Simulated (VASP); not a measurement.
# Sb2Mo (Pnnm) in VASP: single point with PBEsol

Aim: the single point of Sb2Mo with PBEsol.

Everything below comes from runs of VASP 6.6.1. Logs are shortened: lines on timing, memory, paths and dates and some standing lists are left out, and cuts for length are marked.

### Step 1. The cell of the first run

Symmetry: Pnnm, No. 58, orthorhombic system. Conventional cell: a = 6.043 Å, b = 6.891 Å, c = 3.280 Å, α = 90.00°, β = 90.00°, γ = 90.00°. Within 3.6 Å of Mo (site symmetry 2/m) lie 6 Sb at 2.72 Å and 2 Mo at 3.28 Å. Within 3.6 Å of Sb (site symmetry m) lie 3 Mo at 2.72 Å and 3 Sb at 2.84 to 3.28 Å.

### Step 2. Single point, PBEsol

INCAR

```
SYSTEM = Sb2Mo
ALGO = Fast
EDIFF = 1E-7
ENCUT = 520
GGA = PS
ISIF = 2
ISMEAR = -1
LASPH = .True.
LCHARG = .True.
LELF = .True.
LREAL = .False.
LVHAR = .True.
LWAVE = .False.
NBANDS = 33
NELM = 100
PREC = Accurate
SIGMA = 0.1
```

KPOINTS

```
k-points
0
Gamma
  6 5 10
  0 0 0
```

POSCAR

```
Sb2Mo
1.0
    6.0427542100      0.0000000000      0.0000000000
    0.0000000000      6.8911966200      0.0000000000
    0.0000000000      0.0000000000      3.2797790400
Mo Sb
2 4
Direct
    0.0000000000      0.0000000000      0.0000000000
    0.5000000000      0.5000000000      0.5000000000
    0.1764000000      0.3638000000      0.0000000000
    0.8236000000      0.6362000000      0.0000000000
    0.6764000000      0.1362000000      0.5000000000
    0.3236000000      0.8638000000      0.5000000000
```

Potentials or basis: VASP PAW PBE potentials, release 64 (Mo_sv, Sb).

Run with:

```bash
$ cat potpaw_PBE.64/Mo_sv/POTCAR potpaw_PBE.64/Sb/POTCAR > POTCAR
$ mpirun -np 1 vasp_std > vasp.out
```

OUTCAR:

```text
SYSTEM = Sb2Mo
   EDIFF = 1E-7
   ENCUT = 520
   GGA = PS
   ISIF = 2
   ISMEAR = -1
   LASPH = .True.
   LREAL = .False.
   NELM = 100
   PREC = Accurate

 ion  position               nearest neighbor table
   1  0.000  0.000  0.000-   5 2.72   6 2.72   5 2.72   6 2.72   3 2.72   4 2.72
   2  0.500  0.500  0.500-   3 2.72   4 2.72   3 2.72   4 2.72   5 2.72   6 2.72
   3  0.176  0.364  0.000-   2 2.72   2 2.72   1 2.72   4 2.84   5 3.78   5 3.78   5 3.78   5 3.78

   4  0.824  0.636  0.000-   2 2.72   2 2.72   1 2.72   3 2.84   6 3.78   6 3.78   6 3.78   6 3.78

   5  0.676  0.136  0.500-   1 2.72   1 2.72   2 2.72   6 2.84   3 3.78   3 3.78   3 3.78   3 3.78

   6  0.324  0.864  0.500-   1 2.72   1 2.72   2 2.72   5 2.84   4 3.78   4 3.78   4 3.78   4 3.78

  LATTYP: Found a simple orthorhombic cell.
 ALAT       =     3.2797790400
 B/A-ratio  =     1.8424272295
 C/A-ratio  =     2.1011161227

  Lattice vectors:

 A1 = (   0.0000000000,   0.0000000000,   3.2797790400)
 A2 = (   6.0427542100,   0.0000000000,   0.0000000000)
 A3 = (   0.0000000000,   6.8911966200,   0.0000000000)

Analysis of symmetry for initial positions (statically):
=====================================================================
 Subroutine PRICEL returns:
 Original cell was already a primitive cell.

 Routine SETGRP: Setting up the symmetry group for a
 simple orthorhombic supercell.

 Subroutine GETGRP returns: Found  8 space group operations
 (whereof  4 operations were pure point group operations)
 out of a pool of  8 trial point group operations.

The static configuration has the point symmetry C_2h.
 The point group associated with its full space group is D_2h.

Analysis of symmetry for dynamics (positions and initial velocities):
=====================================================================
 Subroutine PRICEL returns:
 Original cell was already a primitive cell.

 Routine SETGRP: Setting up the symmetry group for a
 simple orthorhombic supercell.

 Subroutine GETGRP returns: Found  8 space group operations
 (whereof  4 operations were pure point group operations)
 out of a pool of  8 trial point group operations.

The dynamic configuration has the point symmetry C_2h.
 The point group associated with its full space group is D_2h.

 Subroutine INISYM returns: Found  8 space group operations
 (whereof  4 operations are pure point group operations),
 and found     1 'primitive' translations

----------------------------------------------------------------------------------------

                                     Primitive cell

  volume of cell :     136.5759

  direct lattice vectors                    reciprocal lattice vectors
     6.042754210  0.000000000  0.000000000     0.165487452  0.000000000  0.000000000
     0.000000000  6.891196620  0.000000000     0.000000000  0.145112679  0.000000000
     0.000000000  0.000000000  3.279779040     0.000000000  0.000000000  0.304898589

  length of vectors
     6.042754210  6.891196620  3.279779040     0.165487452  0.145112679  0.304898589

  position of ions in fractional coordinates (direct lattice)
     0.000000000  0.000000000  0.000000000
     0.500000000  0.500000000  0.500000000
     0.176400000  0.363800000  0.000000000
     0.823600000  0.636200000  0.000000000
     0.676400000  0.136200000  0.500000000
     0.323600000  0.863800000  0.500000000

  ion indices of the primitive-cell ions
   primitive index   ion index
                 1           1
                 2           2
                 3           3
                 4           4
                 5           5
                 6           6

----------------------------------------------------------------------------------------

 KPOINTS: k-points

Automatic generation of k-mesh.
 Grid dimensions read from file:
 generate k-points for:    6    5   10

 Generating k-lattice:

  Cartesian coordinates                     Fractional coordinates (reciprocal lattice)
     0.027581242  0.000000000  0.000000000     0.166666667  0.000000000  0.000000000
     0.000000000  0.029022536  0.000000000     0.000000000  0.200000000  0.000000000
     0.000000000  0.000000000  0.030489859     0.000000000  0.000000000  0.100000000

  Length of vectors
     0.027581242  0.029022536  0.030489859

  Shift w.r.t. Gamma in fractional coordinates (k-lattice)
     0.000000000  0.000000000  0.000000000

 Subroutine IBZKPT returns following result:
 ===========================================

 Found     72 irreducible k-points:

 Following reciprocal coordinates:
            Coordinates               Weight
  0.000000  0.000000  0.000000      1.000000
  0.166667  0.000000  0.000000      2.000000
  0.333333  0.000000  0.000000      2.000000
  0.500000  0.000000  0.000000      1.000000
  0.000000  0.200000  0.000000      2.000000
  0.166667  0.200000  0.000000      4.000000
[... 16 lines left out ...]
  0.333333  0.400000  0.100000      8.000000
  0.500000  0.400000  0.100000      4.000000
 [... further k-points ...]
   k-points           NKPTS =     72   k-points in BZ     NKDIM =     72   number of bands    NBANDS=     33
   number of dos      NEDOS =    301   number of ions     NIONS =      6
   total plane-waves  NPLWV =  62208
   dimension x,y,z NGX =    48 NGY =   54 NGZ =   24
   dimension x,y,z NGXF=    96 NGYF=  108 NGZF=   48
   ions per type =               2   4
   NGX,Y,Z   is equivalent  to a cutoff of  13.21, 13.03, 12.17 a.u.
   NGXF,Y,Z  is equivalent  to a cutoff of  26.41, 26.05, 24.33 a.u.
 SYSTEM =  Sb2Mo
   PREC   = accura    normal or accurate (medium, high low for compatibility)
   ISTART =      0    job   : 0-new  1-cont  2-samecut
   ICHARG =      2    charge: 1-file 2-atom 10-const
   ISPIN  =      1    spin polarized calculation?
   LNONCOLLINEAR =      F non collinear calculations
   LSORBIT =      F    spin-orbit coupling
   LASPH  =      T    aspherical Exc in radial PAW
   ENCUT  =  520.0 eV  38.22 Ry    6.18 a.u.  11.24 12.81  6.10*2*pi/ulx,y,z
   NELM   =    100;   NELMIN=  2; NELMDL= -5     # of ELM steps
   EDIFF  = 0.1E-06   stopping-criterion for ELM
   LREAL  =      F    real-space projection
   EDIFFG = 0.1E-05   stopping-criterion for IOM
   NSW    =      0    number of steps for IOM
   IBRION =     -1    ionic relax: 0-MD 1-quasi-New 2-CG
   NFREE  =      0    steps in history (QN), initial steepest desc. (CG)
   ISIF   =      2    stress and relaxation
   ISYM   =      2    0-nonsym 1-usesym 2-fastsym
   POTIM  = 0.5000    time-step for ionic-motion
   TEBEG  =    0.0;   TEEND  =   0.0 temperature during run
   PSTRESS=    0.0 pullay stress
   NELECT =      48.0000    total number of electrons
   NUPDOWN=      -1.0000    fix difference up-down
   EMIN   =  10.00;   EMAX   =-10.00  energy-range for DOS
   EFERMI =   0.00;   METHOD = LEGACY
   ISMEAR =    -1;   SIGMA  =   0.10  broadening in eV -4-tet -1-fermi 0-gaus
   EFERMI_NEDOS =   21; number of points for ismear=-14 and -15
   IALGO  =     68    algorithm
   IMIX   =      4    mixing-type and parameters
     AMIX     =   0.40;   BMIX     =  1.00
     AMIX_MAG =   1.60;   BMIX_MAG =  1.00
  volume/ion in A,a.u.               =      22.76       153.61
  Fermi-wavevector in a.u.,A,eV,Ry     =   1.155306  2.183213 18.160144  1.334733
  Thomas-Fermi vector in A             =   2.291936
   LORBIT       =      0    0 simple, 1 ext, 2 COOP (PROOUT), +10 PAW based schemes
   GGA     = PS    functional components
   LHFCALC =     F    Hartree Fock is set to
   AEXX    =    0.0000 exact exchange contribution
   IVDW    =     0    specifies the selected vdW correction
   LEPSILON=     F    determine dielectric tensor
   LRPA    =     F    only Hartree local field effects (RPA)
 non-spin polarized calculation
 RMM-DIIS sequential band-by-band and
  energy-cutoff  :      520.00
  volume of cell :      136.58
 maximum number of plane-waves:      3704
 NGX is ok and might be reduce to    48
   NGX = 23   NGY = 25   NGZ = 13

 number of electron      47.9999999 magnetization

 Free energy of the ion-electron system (eV)
  ---------------------------------------------------
  ext. energy  EPLUGINS =         0.00000000
  ---------------------------------------------------
  free energy    TOTEN  =       -40.64564181 eV

  energy without entropy =      -40.45630622  energy(sigma->0) =      -40.55097402

 E-fermi :   8.7124     XC(G=0): -11.0584

 val. band max:        8.7093951160   @ k =   0.1667   0.2000   0.5000
 cond. band min:       8.7149134411   @ k =   0.1667   0.4000   0.0000
 fundamental gap:      0.0055183251
 Fermi energy:         8.7124402241

 k-point     1 :       0.0000    0.0000    0.0000
  band No.  band energies     occupation
      1     -51.5597      2.00000
      2     -51.5595      2.00000
      3     -25.8064      2.00000
      4     -25.8008      2.00000
      5     -25.6440      2.00000
      6     -25.6419      2.00000
[... 25 lines left out ...]
     32      13.9169      0.00000
     33      14.6780      0.00000

 k-point     2 :       0.1667    0.0000    0.0000
  band No.  band energies     occupation
      1     -51.5597      2.00000
      2     -51.5595      2.00000
      3     -25.8060      2.00000
      4     -25.8011      2.00000
      5     -25.6438      2.00000
      6     -25.6421      2.00000
[... 25 lines left out ...]
     32      14.2817      0.00000
     33      14.5536      0.00000

 k-point     3 :       0.3333    0.0000    0.0000
  band No.  band energies     occupation
      1     -51.5596      2.00000
      2     -51.5595      2.00000
      3     -25.8050      2.00000
      4     -25.8022      2.00000
      5     -25.6435      2.00000
      6     -25.6424      2.00000
[... 25 lines left out ...]
     32      14.0593      0.00000
     33      14.2417      0.00000

 k-point     4 :       0.5000    0.0000    0.0000
  band No.  band energies     occupation
      1     -51.5596      2.00000
      2     -51.5596      2.00000
      3     -25.8036      2.00000
      4     -25.8036      2.00000
      5     -25.6429      2.00000
      6     -25.6429      2.00000
[... 25 lines left out ...]
     32      13.3130      0.00000
     33      14.2839      0.00000

 k-point     5 :       0.0000    0.2000    0.0000
  band No.  band energies     occupation
      1     -51.5597      2.00000
      2     -51.5595      2.00000
      3     -25.8059      2.00000
      4     -25.8013      2.00000
      5     -25.6438      2.00000
      6     -25.6421      2.00000
[... 604 lines left out ...]
 k-point    22 :       0.1667    0.4000    0.1000
  band No.  band energies     occupation
      1     -51.5584      2.00000
      2     -51.5584      2.00000
      3     -25.8027      2.00000
      4     -25.8013      2.00000
      5     -25.6603      2.00000
      6     -25.6598      2.00000
[... 25 lines left out ...]
     32      13.2078      0.00000
     33      13.9297      0.00000

 k-point    23 :       0.3333    0.4000    0.1000
  band No.  band energies     occupation
      1     -51.5584      2.00000
      2     -51.5584      2.00000
      3     -25.8025      2.00000
      4     -25.8016      2.00000
      5     -25.6602      2.00000
      6     -25.6599      2.00000
[... 25 lines left out ...]
     32      13.4135      0.00000
     33      13.6363      0.00000

 k-point    24 :       0.5000    0.4000    0.1000
  band No.  band energies     occupation
      1     -51.5584      2.00000
      2     -51.5584      2.00000
      3     -25.8021      2.00000
      4     -25.8021      2.00000
      5     -25.6601      2.00000
      6     -25.6601      2.00000
[... 25 lines left out ...]
     32      12.9532      0.00000
     33      14.0024      0.00000

 [... further k-points ...]

------------------------ aborting loop because EDIFF is reached ----------------------------------------

  FORCE on cell =-STRESS in cart. coord.  units (eV):
  Direction    XX          YY          ZZ          XY          YZ          ZX
  --------------------------------------------------------------------------------------
  -------------------------------------------------------------------------------------
  Total        2.8686739      3.2610916     -3.5877269      0.0000000      0.0000000      0.0000000
  in kB       33.6525214     38.2559885    -42.0877596      0.0000000      0.0000000      0.0000000
  external PRESSURE =       9.9402501 kB  Pullay stress =       0.0000000 kB

 VOLUME and BASIS-vectors are now :
 -----------------------------------------------------------------------------
  energy-cutoff  :      520.00
  volume of cell :      136.58
      direct lattice vectors                 reciprocal lattice vectors
     6.042754210  0.000000000  0.000000000     0.165487452  0.000000000  0.000000000
     0.000000000  6.891196620  0.000000000     0.000000000  0.145112679  0.000000000
     0.000000000  0.000000000  3.279779040     0.000000000  0.000000000  0.304898589

 POSITION                                       TOTAL-FORCE (eV/Angst)
 -----------------------------------------------------------------------------------
      0.00000      0.00000      0.00000         0.000000      0.000000      0.000000
      3.02138      3.44560      1.63989         0.000000      0.000000      0.000000
      1.06594      2.50702      0.00000         0.792759     -0.329644      0.000000
      4.97681      4.38418      0.00000        -0.792759      0.329644      0.000000
      4.08732      0.93858      1.63989         0.792759      0.329644      0.000000
      1.95544      5.95262      1.63989        -0.792759     -0.329644      0.000000
 -----------------------------------------------------------------------------------
    total drift:                                0.000000     -0.000000     -0.000000

  FREE ENERGIE OF THE ION-ELECTRON SYSTEM (eV)
  ---------------------------------------------------
  free  energy   TOTEN  =       -40.6456418129 eV

  energy  without entropy=      -40.4563062232  energy(sigma->0) =      -40.55097402
```

It took 5.4 min on 1 thread of Intel Xeon Platinum 8488C (Sapphire Rapids), shared host; peak memory 0.42 GiB.

Results:

```yaml
Free_energy: -40.6456 eV
Pressure: 1.0 GPa
Largest_force: 0.859 eV/Å
Band_gap_on_the_k_mesh: zero (bands 24 and 25 overlap by 0.82 eV)
```

Forces in eV/Å, atoms in the order of the input:
```
Mo   0.000  0.000  0.000
Mo   0.000  0.000  0.000
Sb   0.793 -0.330  0.000
Sb  -0.793  0.330  0.000
Sb   0.793  0.330  0.000
Sb  -0.793 -0.330  0.000
```

Levels at points of the mesh, in eV from the Fermi level:
| k point | band 22 | band 23 | band 24 | band 25 | band 26 | band 27 |
| --- | --- | --- | --- | --- | --- | --- |
| (0.00, 0.00, 0.00) | -0.34 | -0.03 | 0.60 | 0.73 | 0.79 | 2.27 |
| (0.50, 0.00, 0.00) | -0.47 | -0.22 | -0.22 | 0.59 | 0.59 | 3.29 |
| (0.00, 0.00, 0.50) | -1.78 | -0.51 | -0.51 | 0.28 | 0.28 | 2.16 |
| (0.50, 0.00, 0.50) | -1.33 | -0.54 | -0.54 | 0.13 | 0.13 | 2.80 |

Caveat: the PAW data sets were made with another functional, which shifts forces and pressure a little; spin-orbit coupling is left out, which moves the levels of the heavy elements.
